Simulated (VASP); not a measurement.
# Pt (Cmcm) in VASP: a series of runs

Pt is run at these levels: PBE; tasks: single point.

Everything below comes from runs of VASP 6.6.1. Logs are shortened: lines on timing, memory, paths and dates and some standing lists are left out, and cuts for length are marked.

## (1) The cell of the first run

The structure is orthorhombic, space group Cmcm (No. 63). Conventional cell: a = 3.172 Å, b = 4.300 Å, c = 4.781 Å, α = 90.00°, β = 90.00°, γ = 90.00°. Pt (site symmetry m2m) has 12 Pt at 2.67 to 3.17 Å within 3.5 Å.

## (2) Single point, PBE (normal strain along x +0.1500, normal strain along y -0.1000)

File INCAR:

```
ALGO     = Fast           # electronic algorithm
EDIFF    = 1E-7           # SCF threshold, eV
ENCUT    = 520            # plane-wave cutoff, eV
GGA      = PE             # functional
ISIF     = 2              # what is computed and relaxed
ISMEAR   = 0              # smearing method
LASPH    = True           # aspherical terms in the spheres
LCHARG   = False          # write CHGCAR
LREAL    = False          # projectors in reciprocal space
LWAVE    = False          # write WAVECAR
NBANDS   = 17             # bands
NELM     = 60             # most SCF steps
PREC     = Accurate       # precision mode
SIGMA    = 0.15           # smearing width, eV
```

File KPOINTS:

```
k-points
0
Gamma
  18 18 10
```

File POSCAR:

```
Pt
1.0
    3.1723205569      0.0000000000      0.0000000000
   -1.5861602785      2.1500688453      0.0000000000
    0.0000000000      0.0000000000      4.7813829983
Pt
2
Direct
    0.6666666667      0.3333333333      0.7500000000
    0.3333333333      0.6666666667      0.2500000000
```

Potentials or basis: VASP PAW PBE potentials, release 64 (Pt).

Started as:

```bash
$ cat potpaw_PBE.64/Pt/POTCAR > POTCAR
$ mpirun -np 1 vasp_std > vasp.out
```

OUTCAR:

```text
EDIFF = 1E-7
   ENCUT = 520
   GGA = PE
   ISIF = 2
   ISMEAR = 0
   LASPH = True
   LREAL = False
   NELM = 60
   PREC = Accurate

 ion  position               nearest neighbor table
   1  0.667  0.333  0.750-   2 2.79   2 2.79   2 2.96   2 2.96   2 2.96   2 2.96
   2  0.333  0.667  0.250-   1 2.79   1 2.79   1 2.96   1 2.96   1 2.96   1 2.96

  Warning from LATTYP: Monoclinic adjustment (A1->A3, A2->A1, A3->A2)!
  LATTYP: Found a base centered orthorhombic cell.
 ALAT       =     3.1723205569
 B/A-ratio  =     1.3555180233
 C/A-ratio  =     1.5072193722

  Lattice vectors:

 A1 = (   1.5861602785,  -2.1500688453,   0.0000000000)
 A2 = (   1.5861602784,   2.1500688453,   0.0000000000)
 A3 = (   0.0000000000,   0.0000000000,   4.7813829983)

Analysis of symmetry for initial positions (statically):
=====================================================================
 Subroutine PRICEL returns:
 Original cell was already a primitive cell.

 Routine SETGRP: Setting up the symmetry group for a
 base centered orthorhombic supercell.

 Subroutine GETGRP returns: Found  8 space group operations
 (whereof  4 operations were pure point group operations)
 out of a pool of  8 trial point group operations.

The static configuration has the point symmetry C_2h.
 The point group associated with its full space group is D_2h.

Analysis of symmetry for dynamics (positions and initial velocities):
=====================================================================
 Subroutine PRICEL returns:
 Original cell was already a primitive cell.

 Routine SETGRP: Setting up the symmetry group for a
 base centered orthorhombic supercell.

 Subroutine GETGRP returns: Found  8 space group operations
 (whereof  4 operations were pure point group operations)
 out of a pool of  8 trial point group operations.

The dynamic configuration has the point symmetry C_2h.
 The point group associated with its full space group is D_2h.

 Subroutine INISYM returns: Found  8 space group operations
 (whereof  4 operations are pure point group operations),
 and found     1 'primitive' translations

----------------------------------------------------------------------------------------

                                     Primitive cell

  volume of cell :      32.6124

  direct lattice vectors                    reciprocal lattice vectors
     3.172320557  0.000000000  0.000000000     0.315226656  0.232550693  0.000000000
    -1.586160278  2.150068845  0.000000000     0.000000000  0.465101386  0.000000000
     0.000000000  0.000000000  4.781382998     0.000000000  0.000000000  0.209144509

  length of vectors
     3.172320557  2.671834663  4.781382998     0.391723971  0.465101386  0.209144509

  position of ions in fractional coordinates (direct lattice)
     0.666666667  0.333333333  0.750000000
     0.333333333  0.666666667  0.250000000

  ion indices of the primitive-cell ions
   primitive index   ion index
                 1           1
                 2           2

----------------------------------------------------------------------------------------

 KPOINTS: k-points

Automatic generation of k-mesh.
 Grid dimensions read from file:
 generate k-points for:   18   18   10

 Generating k-lattice:

  Cartesian coordinates                     Fractional coordinates (reciprocal lattice)
     0.017512592  0.012919483  0.000000000     0.055555556 -0.000000000  0.000000000
     0.000000000  0.025838966  0.000000000     0.000000000  0.055555556  0.000000000
     0.000000000  0.000000000  0.020914451     0.000000000  0.000000000  0.100000000

  Length of vectors
     0.021762443  0.025838966  0.020914451

  Shift w.r.t. Gamma in fractional coordinates (k-lattice)
     0.000000000  0.000000000  0.000000000

 Subroutine IBZKPT returns following result:
 ===========================================

 Found    546 irreducible k-points:

 Following reciprocal coordinates:
            Coordinates               Weight
  0.000000  0.000000  0.000000      1.000000
  0.055556  0.000000  0.000000      4.000000
  0.111111  0.000000  0.000000      4.000000
  0.166667  0.000000  0.000000      4.000000
  0.222222  0.000000  0.000000      4.000000
  0.277778 -0.000000  0.000000      4.000000
[... 16 lines left out ...]
 -0.333333  0.055556  0.000000      4.000000
 -0.277778  0.055556  0.000000      4.000000
 [... further k-points ...]
   k-points           NKPTS =    546   k-points in BZ     NKDIM =    546   number of bands    NBANDS=     17
   number of dos      NEDOS =    301   number of ions     NIONS =      2
   total plane-waves  NPLWV =  17280
   dimension x,y,z NGX =    24 NGY =   20 NGZ =   36
   dimension x,y,z NGXF=    48 NGYF=   40 NGZF=   72
   ions per type =               2
   NGX,Y,Z   is equivalent  to a cutoff of  12.58, 12.44, 12.52 a.u.
   NGXF,Y,Z  is equivalent  to a cutoff of  25.15, 24.89, 25.03 a.u.
 SYSTEM =  unknown system
   PREC   = accura    normal or accurate (medium, high low for compatibility)
   ISTART =      0    job   : 0-new  1-cont  2-samecut
   ICHARG =      2    charge: 1-file 2-atom 10-const
   ISPIN  =      1    spin polarized calculation?
   LNONCOLLINEAR =      F non collinear calculations
   LSORBIT =      F    spin-orbit coupling
   LASPH  =      T    aspherical Exc in radial PAW
   ENCUT  =  520.0 eV  38.22 Ry    6.18 a.u.   5.90  4.97  8.89*2*pi/ulx,y,z
   NELM   =     60;   NELMIN=  2; NELMDL= -5     # of ELM steps
   EDIFF  = 0.1E-06   stopping-criterion for ELM
   LREAL  =      F    real-space projection
   EDIFFG = 0.1E-05   stopping-criterion for IOM
   NSW    =      0    number of steps for IOM
   IBRION =     -1    ionic relax: 0-MD 1-quasi-New 2-CG
   NFREE  =      0    steps in history (QN), initial steepest desc. (CG)
   ISIF   =      2    stress and relaxation
   ISYM   =      2    0-nonsym 1-usesym 2-fastsym
   POTIM  = 0.5000    time-step for ionic-motion
   TEBEG  =    0.0;   TEEND  =   0.0 temperature during run
   PSTRESS=    0.0 pullay stress
   NELECT =      20.0000    total number of electrons
   NUPDOWN=      -1.0000    fix difference up-down
   EMIN   =  10.00;   EMAX   =-10.00  energy-range for DOS
   EFERMI =   0.00;   METHOD = LEGACY
   ISMEAR =     0;   SIGMA  =   0.15  broadening in eV -4-tet -1-fermi 0-gaus
   EFERMI_NEDOS =   21; number of points for ismear=-14 and -15
   IALGO  =     68    algorithm
   IMIX   =      4    mixing-type and parameters
     AMIX     =   0.40;   BMIX     =  1.00
     AMIX_MAG =   1.60;   BMIX_MAG =  1.00
  volume/ion in A,a.u.               =      16.31       110.04
  Fermi-wavevector in a.u.,A,eV,Ry     =   1.390883  2.628387 26.321215  1.934555
  Thomas-Fermi vector in A             =   2.514775
   LORBIT       =      0    0 simple, 1 ext, 2 COOP (PROOUT), +10 PAW based schemes
   GGA     = PE    functional components
   LHFCALC =     F    Hartree Fock is set to
   AEXX    =    0.0000 exact exchange contribution
   IVDW    =     0    specifies the selected vdW correction
   LEPSILON=     F    determine dielectric tensor
   LRPA    =     F    only Hartree local field effects (RPA)
 non-spin polarized calculation
 RMM-DIIS sequential band-by-band and
 Gauss-broadening in eV      SIGMA  =   0.15
  energy-cutoff  :      520.00
  volume of cell :       32.61
 maximum number of plane-waves:       898
   NGX = 11   NGY =  9   NGZ = 17

 number of electron      20.0000001 magnetization

 Free energy of the ion-electron system (eV)
  ---------------------------------------------------
  ext. energy  EPLUGINS =         0.00000000
  ---------------------------------------------------
  free energy    TOTEN  =       -11.82890217 eV

  energy without entropy =      -11.79160548  energy(sigma->0) =      -11.81025383

 E-fermi :   9.7346     XC(G=0): -12.9944

 val. band max:        9.7329626705   @ k =   0.3333   0.2778   0.2000
 cond. band min:       9.7367332426   @ k =  -0.4444   0.1111   0.2000
 fundamental gap:      0.0037705721
 Fermi energy:         9.7346051150

 k-point     1 :       0.0000    0.0000    0.0000
  band No.  band energies     occupation
      1       0.4671      2.00000
      2       3.1246      2.00000
      3       4.8432      2.00000
      4       5.3189      2.00000
      5       6.0513      2.00000
      6       7.8611      2.00000
[... 9 lines left out ...]
     16      27.2806      0.00000
     17      27.8108      0.00000

 k-point     2 :       0.0556    0.0000    0.0000
  band No.  band energies     occupation
      1       0.5631      2.00000
      2       3.2091      2.00000
      3       4.8703      2.00000
      4       5.3571      2.00000
      5       6.0996      2.00000
      6       7.7820      2.00000
[... 9 lines left out ...]
     16      26.8439      0.00000
     17      27.9308      0.00000

 k-point     3 :       0.1111    0.0000    0.0000
  band No.  band energies     occupation
      1       0.8432      2.00000
      2       3.4369      2.00000
      3       4.9600      2.00000
      4       5.4531      2.00000
      5       6.2639      2.00000
      6       7.3563      2.00000
[... 9 lines left out ...]
     16      26.4183      0.00000
     17      28.2505      0.00000

 k-point     4 :       0.1667    0.0000    0.0000
  band No.  band energies     occupation
      1       1.2825      2.00000
      2       3.7219      2.00000
      3       5.1473      2.00000
      4       5.5662      2.00000
      5       6.5903      2.00000
      6       6.6682      2.00000
[... 9 lines left out ...]
     16      26.8526      0.00000
     17      27.9080      0.00000

 k-point     5 :       0.2222    0.0000    0.0000
  band No.  band energies     occupation
      1       1.8362      2.00000
      2       3.9332      2.00000
      3       5.4796      2.00000
      4       5.6762      2.00000
      5       6.0085      2.00000
      6       7.1165      2.00000
[... 9 lines left out ...]
     16      26.5326      0.00000
     17      27.2907      0.00000

 k-point     6 :       0.2778   -0.0000    0.0000
  band No.  band energies     occupation
      1       2.4349      2.00000
      2       4.0081      2.00000
      3       5.4416      2.00000
      4       5.7737      2.00000
      5       5.9513      2.00000
      6       6.8804      2.00000
[... 9 lines left out ...]
     16      25.5890      0.00000
     17      26.7705      0.00000

 k-point     7 :       0.3333    0.0000    0.0000
  band No.  band energies     occupation
      1       2.9857      2.00000
      2       3.9876      2.00000
      3       4.9870      2.00000
      4       5.9358      2.00000
      5       6.4089      2.00000
      6       6.5875      2.00000
[... 9 lines left out ...]
     16      24.5892      0.00000
     17      25.8459      0.00000

 k-point     8 :       0.3889    0.0000    0.0000
  band No.  band energies     occupation
      1       3.3995      2.00000
      2       3.9276      2.00000
      3       4.6553      2.00000
      4       6.1571      2.00000
      5       6.3610      2.00000
      6       6.7888      2.00000
[... 9 lines left out ...]
     16      23.6502      0.00000
     17      24.9491      0.00000
[... 203 lines left out ...]
      1       3.8512      2.00000
      2       3.9153      2.00000
      3       4.4054      2.00000
      4       6.1418      2.00000
      5       6.4847      2.00000
      6       6.9433      2.00000
[... 9 lines left out ...]
     16      22.6541      0.00000
     17      23.8790      0.00000

 k-point    20 :       0.5000    0.0556    0.0000
  band No.  band energies     occupation
      1       3.7573      2.00000
      2       3.9445      2.00000
      3       4.4413      2.00000
      4       6.2025      2.00000
      5       6.4675      2.00000
      6       7.0279      2.00000
[... 9 lines left out ...]
     16      22.8464      0.00000
     17      23.8185      0.00000

 k-point    21 :      -0.4444    0.0556    0.0000
  band No.  band energies     occupation
      1       3.5473      2.00000
      2       3.9855      2.00000
      3       4.6091      2.00000
      4       6.2872      2.00000
      5       6.3563      2.00000
      6       6.8842      2.00000
[... 9 lines left out ...]
     16      23.5490      0.00000
     17      24.1737      0.00000

 k-point    22 :      -0.3889    0.0556    0.0000
  band No.  band energies     occupation
      1       3.1905      2.00000
      2       4.0322      2.00000
      3       4.9041      2.00000
      4       6.0440      2.00000
      5       6.5195      2.00000
      6       6.5929      2.00000
[... 9 lines left out ...]
     16      24.4833      0.00000
     17      24.8970      0.00000

 k-point    23 :      -0.3333    0.0556    0.0000
  band No.  band energies     occupation
      1       2.6832      2.00000
      2       4.0655      2.00000
      3       5.3187      2.00000
      4       5.8017      2.00000
      5       6.0438      2.00000
      6       6.8939      2.00000
[... 9 lines left out ...]
     16      25.4651      0.00000
     17      25.8370      0.00000

 k-point    24 :      -0.2778    0.0556    0.0000
  band No.  band energies     occupation
      1       2.0930      2.00000
      2       4.0374      2.00000
      3       5.4277      2.00000
      4       5.7252      2.00000
      5       5.8418      2.00000
      6       7.2085      2.00000
[... 9 lines left out ...]
     16      26.3740      0.00000
     17      26.7916      0.00000

 [... further k-points ...]
[... 5 lines left out ...]
  --------------------------------------------------------------------------------------
  -------------------------------------------------------------------------------------
  Total       -0.5930886      1.9795394     -2.4763662     -0.0000000      0.0000000      0.0000000
  in kB      -29.1371582     97.2504820   -121.6585067     -0.0000000      0.0000000      0.0000000
  external PRESSURE =     -17.8483943 kB  Pullay stress =       0.0000000 kB

 VOLUME and BASIS-vectors are now :
 -----------------------------------------------------------------------------
  energy-cutoff  :      520.00
  volume of cell :       32.61
      direct lattice vectors                 reciprocal lattice vectors
     3.172320557  0.000000000  0.000000000     0.315226656  0.232550693  0.000000000
    -1.586160278  2.150068845  0.000000000     0.000000000  0.465101386  0.000000000
     0.000000000  0.000000000  4.781382998     0.000000000  0.000000000  0.209144509

 POSITION                                       TOTAL-FORCE (eV/Angst)
 -----------------------------------------------------------------------------------
      1.58616      0.71669      3.58604        -0.000000      0.190771      0.000000
     -0.00000      1.43338      1.19535         0.000000     -0.190771     -0.000000
 -----------------------------------------------------------------------------------
    total drift:                               -0.000000      0.000000     -0.000000

  FREE ENERGIE OF THE ION-ELECTRON SYSTEM (eV)
  ---------------------------------------------------
  free  energy   TOTEN  =       -11.8289021748 eV

  energy  without entropy=      -11.7916054816  energy(sigma->0) =      -11.81025383
```

Wall time 5.7 min (1 thread of Intel Xeon 8259CL, shared host); peak memory 0.35 GiB.

Results:

| Item | Value |
| --- | --- |
| Free energy | -11.8289 eV |
| Pressure | -1.8 GPa |
| Largest force | 0.191 eV/Å |
| Band gap on the k mesh | zero (bands 10 and 11 overlap by 1.97 eV) |

Forces in eV/Å, atoms in the order of the input:
```
Pt   0.000  0.191  0.000
Pt   0.000 -0.191  0.000
```

Stress tensor (GPa, compression positive):
```
 -2.91   0.00   0.00
  0.00   9.73   0.00
  0.00   0.00 -12.17
```

Levels at points of the mesh, in eV from the Fermi level:
```
           k point  band 7  band 8  band 9  band 10  band 11  band 12  band 13  band 14
(0.00, 0.00, 0.00)   -1.63   -1.06   -0.86    -0.40    -0.38     0.03     4.71    14.94
(0.50, 0.00, 0.00)   -1.90   -0.69   -0.49     0.23     2.28     3.59     6.75     8.20
(0.00, 0.50, 0.00)   -1.47   -0.36    1.11     1.30     3.37     5.40     7.74     9.60
(0.00, 0.00, 0.50)   -1.43   -1.43   -0.93    -0.93    -0.21    -0.21    12.17    12.17
(0.50, 0.00, 0.50)   -0.90   -0.90   -0.34    -0.34     1.57     1.57     5.72     5.72
(0.00, 0.50, 0.50)   -0.44   -0.44    1.21     1.21     3.27     3.27     8.66     8.66
```

Caveat: the cell differs from its parent crystal (normal strain along x +0.1500, normal strain along y -0.1000); the stress differs along the axes, from -12 to 10 GPa; spin-orbit coupling is left out, which moves the levels of the heavy elements.

## (3) Single point, PBE (normal strain along x -0.1000, normal strain along y +0.1500)

File INCAR:

```
SYSTEM = Pt
  PREC = Accurate
  ENCUT = 520
  EDIFF = 1E-6
  ISMEAR = 0
  SIGMA = 0.15
  LREAL = .FALSE.
  LASPH = .TRUE.
  NELM = 60
  ALGO = Fast
  ISIF = 2
  LWAVE = .FALSE.
  LCHARG = .FALSE.
  GGA = PE
  NBANDS = 17
```

File KPOINTS:

```
Automatic mesh
0
G
  18 18 10
  0 0 0
```

File POSCAR:

```
Pt
1.0
    2.4826856532      0.0000000000      0.0000000000
   -1.2413428267      2.7473101912      0.0000000000
    0.0000000000      0.0000000000      4.7813829983
Pt
2
Direct
    0.6666666667      0.3333333333      0.7500000000
    0.3333333333      0.6666666667      0.2500000000
```

Potentials or basis: VASP PAW PBE potentials, release 64 (Pt).

Started as:

```bash
$ cat potpaw_PBE.64/Pt/POTCAR > POTCAR
$ mpirun -np 1 vasp_std > vasp.out
```

It took 5.3 min on 1 thread of Intel Xeon 8259CL, shared host; peak memory 0.35 GiB.

It converged, with:

```yaml
Free_energy: -11.4243 eV
Pressure: 5.0 GPa
Largest_force: 0.080 eV/Å
Band_gap_on_the_k_mesh: zero (bands 10 and 11 overlap by 1.50 eV)
```

Forces on the atoms (eV/Å):
```
Pt   0.000 -0.080  0.000
Pt   0.000  0.080  0.000
```

Stress tensor (GPa, compression positive):
```
 42.00   0.00   0.00
  0.00 -16.90   0.00
  0.00   0.00 -10.16
```

Levels at points of the mesh, in eV from the Fermi level:
```tsv
k point	band 6	band 7	band 8	band 9	band 10	band 11	band 12	band 13	band 14	band 15
(0.00, 0.00, 0.00)	-2.44	-1.14	-1.09	-0.93	-0.70	-0.41	0.36	4.60	13.32	16.04
(0.50, 0.00, 0.00)	-2.07	-2.04	-0.28	-0.17	-0.04	3.36	5.23	8.87	9.64	10.05
(0.00, 0.50, 0.00)	-3.07	-1.64	0.22	0.44	0.61	1.15	2.16	5.64	7.35	7.88
(0.00, 0.00, 0.50)	-3.86	-1.36	-1.36	-1.15	-1.15	-0.03	-0.03	12.10	12.10	13.74
(0.50, 0.00, 0.50)	-2.03	-0.88	-0.88	0.32	0.32	2.67	2.67	8.19	8.19	13.61
(0.00, 0.50, 0.50)	-1.25	-0.68	-0.68	0.39	0.39	0.86	0.86	4.11	4.11	12.95
```

Caveat: the cell differs from its parent crystal (normal strain along x -0.1000, normal strain along y +0.1500); the stress differs along the axes, from -17 to 42 GPa; spin-orbit coupling is left out, which moves the levels of the heavy elements.
